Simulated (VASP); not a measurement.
The system is TePb.

```xyz
2
Lattice="0.0000 3.3332 3.3332 3.3332 0.0000 3.3332 3.3332 3.3332 0.0000" Properties=species:S:1:pos:R:3 pbc="T T T"
Pb    0.0000    0.0000    0.0000
Te    3.3332    3.3332    3.3332
```

This cell differs from its parent crystal: strain +2.0%.

Base run:

| Property | Result |
| --- | --- |
| Program | VASP 6.6.1 |
| Functional | HSE06 |
| Potentials or basis | VASP PAW PBE potentials, release 64 (Pb_d, Te) |
| Cutoff | 520 eV |
| k mesh | 6 × 6 × 6 |
| Occupations | gaussian, width 0.01 eV |
| Spin | no spin polarisation |

Its results: band gap on the k mesh 1.29 eV.

Question: The run is repeated on the same cell with these changes: functional from HSE06 to r2SCAN; further incar settings from ALGO = Normal; EDIFF = 1e-06; NBANDS = 17 to ALGO = Normal; EDIFF = 1e-08. What comes out?

Answer: Band gap on the k mesh 1.20 eV.

Caveats: the structure was generated, so it needn't be the stable form of TePb; spin-orbit coupling is left out, which moves the levels of the heavy elements.

A k mesh can miss the band edges.
